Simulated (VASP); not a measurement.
# MnO (F-43m) in VASP: relaxation of cell and atoms with PBE

Aim: the relaxation of cell and atoms of MnO with PBE.

Everything below comes from runs of VASP 6.6.1. Logs are shortened: lines on timing, memory, paths and dates and some standing lists are left out, and cuts for length are marked.

### 1 The cell of the first run

Symmetry: F-43m, No. 216, cubic system. Conventional cell: a = 4.806 Å, b = 4.806 Å, c = 4.806 Å, α = 90.00°, β = 90.00°, γ = 90.00°. Within 2.8 Å of Mn (site symmetry -43m) lie 4 O at 2.08 Å. O (site symmetry -43m) has 4 Mn at 2.08 Å within 2.8 Å.

### 2 Relaxation of cell and atoms, PBE, collinear spin, ferromagnetic start

Contents of INCAR:

```
PREC = Accurate
ENCUT = 600
EDIFF = 1E-6
ISMEAR = 0
SIGMA = 0.1
LREAL = F
LASPH = T
NELM = 150
ALGO = Normal
ISIF = 3
LWAVE = F
LCHARG = F
ISPIN = 2
MAGMOM = 4.38 0.24
LORBIT = 11
LMAXMIX = 4
GGA = PE
IBRION = 2
NSW = 80
EDIFFG = -0.01
```

Contents of KPOINTS:

```
Automatic mesh
0
Gamma
  16 16 16
```

Contents of POSCAR:

```
MnO
1.0
    0.0000000000      2.4027798349      2.4027798349
    2.4027798349      0.0000000000      2.4027798349
    2.4027798349      2.4027798349      0.0000000000
Mn O
1 1
Direct
    0.0000000000      0.0000000000      0.0000000000
    0.7500000000      0.7500000000      0.7500000000
```

Potentials or basis: VASP PAW PBE potentials, release 64 (Mn_pv, O).

Launch:

```console
> cat potpaw_PBE.64/Mn_pv/POTCAR potpaw_PBE.64/O/POTCAR > POTCAR
> mpirun -np 1 vasp_std > vasp.out
```

OUTCAR:

```text
PREC = Accurate
   ENCUT = 600
   EDIFF = 1E-6
   ISMEAR = 0
   LREAL = F
   LASPH = T
   NELM = 150
   ISIF = 3
   ISPIN = 2
   LORBIT = 11
   GGA = PE
   IBRION = 2
   NSW = 80
   EDIFFG = -0.01

 ion  position               nearest neighbor table
   1  0.000  0.000  0.000-   2 2.08   2 2.08   2 2.08   2 2.08
   2  0.750  0.750  0.750-   1 2.08   1 2.08   1 2.08   1 2.08

  LATTYP: Found a face centered cubic cell.
 ALAT       =     4.8055596698

  Lattice vectors:

 A1 = (   0.0000000000,   2.4027798349,   2.4027798349)
 A2 = (   2.4027798349,   0.0000000000,   2.4027798349)
 A3 = (   2.4027798349,   2.4027798349,   0.0000000000)

Analysis of symmetry for initial positions (statically):
=====================================================================
 Subroutine PRICEL returns:
 Original cell was already a primitive cell.

 Routine SETGRP: Setting up the symmetry group for a
 face centered cubic supercell.

 Subroutine GETGRP returns: Found 24 space group operations
 (whereof 24 operations were pure point group operations)
 out of a pool of 48 trial point group operations.

The static configuration has the point symmetry T_d .

Analysis of symmetry for dynamics (positions and initial velocities):
=====================================================================
 Subroutine PRICEL returns:
 Original cell was already a primitive cell.

 Routine SETGRP: Setting up the symmetry group for a
 face centered cubic supercell.

 Subroutine GETGRP returns: Found 24 space group operations
 (whereof 24 operations were pure point group operations)
 out of a pool of 48 trial point group operations.

The dynamic configuration has the point symmetry T_d .

Analysis of structural, dynamic, and magnetic symmetry:
=====================================================================
 Subroutine PRICEL returns:
 Original cell was already a primitive cell.

 Routine SETGRP: Setting up the symmetry group for a
 face centered cubic supercell.

 Subroutine GETGRP returns: Found 24 space group operations
 (whereof 24 operations were pure point group operations)
 out of a pool of 48 trial point group operations.

The overall configuration has the point symmetry T_d .

 Subroutine INISYM returns: Found 24 space group operations
 (whereof 24 operations are pure point group operations),
 and found     1 'primitive' translations

----------------------------------------------------------------------------------------

                                     Primitive cell

  volume of cell :      27.7442

  direct lattice vectors                    reciprocal lattice vectors
     0.000000000  2.402779835  2.402779835    -0.208092307  0.208092307  0.208092307
     2.402779835  0.000000000  2.402779835     0.208092307 -0.208092307  0.208092307
     2.402779835  2.402779835  0.000000000     0.208092307  0.208092307 -0.208092307

  length of vectors
     3.398043830  3.398043830  3.398043830     0.360426449  0.360426449  0.360426449

  position of ions in fractional coordinates (direct lattice)
     0.000000000  0.000000000  0.000000000
     0.750000000  0.750000000  0.750000000

  ion indices of the primitive-cell ions
   primitive index   ion index
                 1           1
                 2           2

----------------------------------------------------------------------------------------

 KPOINTS: Automatic mesh

Automatic generation of k-mesh.
 Grid dimensions read from file:
 generate k-points for:   16   16   16

 Generating k-lattice:

  Cartesian coordinates                     Fractional coordinates (reciprocal lattice)
    -0.013005769  0.013005769  0.013005769     0.062500000  0.000000000  0.000000000
     0.013005769 -0.013005769  0.013005769     0.000000000  0.062500000  0.000000000
     0.013005769  0.013005769 -0.013005769     0.000000000  0.000000000  0.062500000

  Length of vectors
     0.022526653  0.022526653  0.022526653

  Shift w.r.t. Gamma in fractional coordinates (k-lattice)
     0.000000000  0.000000000  0.000000000

 Subroutine IBZKPT returns following result:
 ===========================================

 Found    145 irreducible k-points:

 Following reciprocal coordinates:
            Coordinates               Weight
  0.000000  0.000000  0.000000      1.000000
  0.062500  0.000000  0.000000      8.000000
  0.125000  0.000000  0.000000      8.000000
  0.187500  0.000000  0.000000      8.000000
  0.250000  0.000000  0.000000      8.000000
  0.312500  0.000000  0.000000      8.000000
[... 16 lines left out ...]
 -0.125000  0.062500  0.000000     24.000000
 -0.062500  0.062500  0.000000     12.000000
 [... further k-points ...]
   k-points           NKPTS =    145   k-points in BZ     NKDIM =    145   number of bands    NBANDS=     15
   number of dos      NEDOS =    301   number of ions     NIONS =      2
   total plane-waves  NPLWV =  21952
   dimension x,y,z NGX =    28 NGY =   28 NGZ =   28
   dimension x,y,z NGXF=    56 NGYF=   56 NGZF=   56
   ions per type =               1   1
   NGX,Y,Z   is equivalent  to a cutoff of  13.70, 13.70, 13.70 a.u.
   NGXF,Y,Z  is equivalent  to a cutoff of  27.40, 27.40, 27.40 a.u.
 SYSTEM =  unknown system
   PREC   = accura    normal or accurate (medium, high low for compatibility)
   ISTART =      0    job   : 0-new  1-cont  2-samecut
   ICHARG =      2    charge: 1-file 2-atom 10-const
   ISPIN  =      2    spin polarized calculation?
   LNONCOLLINEAR =      F non collinear calculations
   LSORBIT =      F    spin-orbit coupling
   LASPH  =      T    aspherical Exc in radial PAW
   ENCUT  =  600.0 eV  44.10 Ry    6.64 a.u.   6.79  6.79  6.79*2*pi/ulx,y,z
   NELM   =    150;   NELMIN=  2; NELMDL= -5     # of ELM steps
   EDIFF  = 0.1E-05   stopping-criterion for ELM
   LREAL  =      F    real-space projection
   EDIFFG = -.1E-01   stopping-criterion for IOM
   NSW    =     80    number of steps for IOM
   IBRION =      2    ionic relax: 0-MD 1-quasi-New 2-CG
   NFREE  =      1    steps in history (QN), initial steepest desc. (CG)
   ISIF   =      3    stress and relaxation
   ISYM   =      2    0-nonsym 1-usesym 2-fastsym
   POTIM  = 0.5000    time-step for ionic-motion
   TEBEG  =    0.0;   TEEND  =   0.0 temperature during run
   PSTRESS=    0.0 pullay stress
   NELECT =      19.0000    total number of electrons
   NUPDOWN=      -1.0000    fix difference up-down
   EMIN   =  10.00;   EMAX   =-10.00  energy-range for DOS
   EFERMI =   0.00;   METHOD = LEGACY
   ISMEAR =     0;   SIGMA  =   0.10  broadening in eV -4-tet -1-fermi 0-gaus
   EFERMI_NEDOS =   21; number of points for ismear=-14 and -15
   IALGO  =     38    algorithm
   IMIX   =      4    mixing-type and parameters
     AMIX     =   0.40;   BMIX     =  1.00
     AMIX_MAG =   1.60;   BMIX_MAG =  1.00
  volume/ion in A,a.u.               =      13.87        93.61
  Fermi-wavevector in a.u.,A,eV,Ry     =   1.443008  2.726890 28.331029  2.082272
  Thomas-Fermi vector in A             =   2.561464
   LORBIT       =     11    0 simple, 1 ext, 2 COOP (PROOUT), +10 PAW based schemes
   GGA     = PE    functional components
   LHFCALC =     F    Hartree Fock is set to
   AEXX    =    0.0000 exact exchange contribution
   IVDW    =     0    specifies the selected vdW correction
   LEPSILON=     F    determine dielectric tensor
   LRPA    =     F    only Hartree local field effects (RPA)
 conjugate gradient relaxation of ions
 spin polarized calculation
 Gauss-broadening in eV      SIGMA  =   0.10
  energy-cutoff  :      600.00
  volume of cell :       27.74
 maximum number of plane-waves:       944
   NGX = 13   NGY = 13   NGZ = 13

--------------------------------------- Ionic step        1  -------------------------------------------

 number of electron      19.0000007 magnetization       4.9990357

 Free energy of the ion-electron system (eV)
  ---------------------------------------------------
  ext. energy  EPLUGINS =         0.00000000
  ---------------------------------------------------
  free energy    TOTEN  =       -16.41647449 eV

  energy without entropy =      -16.41551159  energy(sigma->0) =      -16.41599304

------------------------ aborting loop because EDIFF is reached ----------------------------------------

  FORCE on cell =-STRESS in cart. coord.  units (eV):
  Direction    XX          YY          ZZ          XY          YZ          ZX
  --------------------------------------------------------------------------------------
  -------------------------------------------------------------------------------------
  Total       -0.0324982     -0.0324982     -0.0324982      0.0000000     -0.0000000      0.0000000
  in kB       -1.8767137     -1.8767137     -1.8767137      0.0000000     -0.0000000      0.0000000
  external PRESSURE =      -1.8767137 kB  Pullay stress =       0.0000000 kB
[... 57 lines left out ...]
  energy  without entropy=      -16.4154965525  energy(sigma->0) =      -16.41598269

--------------------------------------- Ionic step        3  -------------------------------------------

 number of electron      19.0000007 magnetization       4.9995244

 Free energy of the ion-electron system (eV)
  ---------------------------------------------------
  ext. energy  EPLUGINS =         0.00000000
  ---------------------------------------------------
  free energy    TOTEN  =       -16.41648547 eV

  energy without entropy =      -16.41551998  energy(sigma->0) =      -16.41600272

 E-fermi :   5.3002     XC(G=0): -10.3592

 val. band max:        5.2956692850   @ k =   0.1250   0.0000   0.0000
 cond. band min:       5.3047202431   @ k =  -0.0625   0.0625   0.0000
 fundamental gap:      0.0090509582
 Fermi energy:         5.3002019518

 spin component 1

 k-point     1 :       0.0000    0.0000    0.0000
  band No.  band energies     occupation
      1     -45.1965      1.00000
      2     -45.1965      1.00000
      3     -45.1965      1.00000
      4     -14.2669      1.00000
      5      -0.6491      1.00000
      6      -0.6491      1.00000
      7      -0.6491      1.00000
      8       2.5135      1.00000
      9       2.5135      1.00000
     10       3.8447      1.00000
     11       5.3071      0.46118
     12       5.3071      0.46117
     13       5.3071      0.46117
     14      17.2604      0.00000
     15      17.2604      0.00000
[... 399 lines left out ...]
      1     -45.1990      1.00000
      2     -45.1973      1.00000
      3     -45.1967      1.00000
      4     -14.2236      1.00000
      5      -0.8122      1.00000
      6      -0.6140      1.00000
      7      -0.6093      1.00000
      8       2.4780      1.00000
      9       2.5175      1.00000
     10       4.1204      1.00000
     11       5.1797      0.95581
     12       5.2758      0.63485
     13       5.3047      0.47453
     14      16.4263      0.00000
     15      16.9595      0.00000

 [... further k-points ...]

 spin component 2

 k-point     1 :       0.0000    0.0000    0.0000
  band No.  band energies     occupation
      1     -40.4467      1.00000
      2     -40.4467      1.00000
      3     -40.4467      1.00000
      4     -13.8326      1.00000
      5       0.6674      1.00000
      6       0.6674      1.00000
      7       0.6674      1.00000
      8       5.2697      0.66706
      9       6.8328      0.00000
     10       6.8328      0.00000
     11       8.6755      0.00000
     12       8.6755      0.00000
     13       8.6755      0.00000
     14      18.6988      0.00000
     15      18.6988      0.00000
[... 443 lines left out ...]
  FREE ENERGIE OF THE ION-ELECTRON SYSTEM (eV)
  ---------------------------------------------------
  free  energy   TOTEN  =       -16.4164854680 eV

  energy  without entropy=      -16.4155199784  energy(sigma->0) =      -16.41600272

 reached required accuracy - stopping structural energy minimisation

 total charge

# of ion       s       p       d       tot
------------------------------------------
    1        0.231   6.210   4.933  11.373
    2        1.551   3.441   0.000   4.992
--------------------------------------------------
tot          1.782   9.651   4.933  16.365

 magnetization (x)

# of ion       s       p       d       tot
------------------------------------------
    1        0.037   0.058   4.333   4.427
    2        0.019   0.173   0.000   0.192
--------------------------------------------------
tot          0.056   0.230   4.333   4.619
```

It took 1.9 min on 1 thread of Intel Xeon 6975P-C (Granite Rapids), shared host; peak memory 0.26 GiB.

Results:

```
Free energy                                           : -16.4165 eV
Relaxed volume                                        : 13.86 Å³/atom
Relaxed cell                                          : a = 3.397 Å, b = 3.397 Å, c = 3.397 Å, α = 60.00°, β = 60.00°, γ = 60.00°
Space group after relaxing (to 0.1 Å)                 : F-43m (No. 216)
Energy gained by relaxing                             : 0.0 meV/atom
Ionic steps                                           : 3
Pressure after relaxing                               : 0.0 GPa
Band gap on the k mesh                                : zero (filled and empty bands overlap)
Net moment                                            : 5.00 μB per cell
Site moments                                          : Mn +4.43; O +0.19 μB
Valence electrons inside the program's atomic spheres : Mn 11.37; O 4.99
```

Final structure:
```
Mn O
1.0
     0.00000    2.40204    2.40204
     2.40204    0.00000    2.40204
     2.40204    2.40204    0.00000
Mn O
1 1
Direct
  0.00000 0.00000 0.00000
  0.75000 0.75000 0.75000
```

Caveat: a cell with one magnetic atom can't hold antiferromagnetic order, which such compounds often take; semilocal functionals often make such compounds metallic where correlation or magnetic order opens a gap, which also shifts bond lengths.
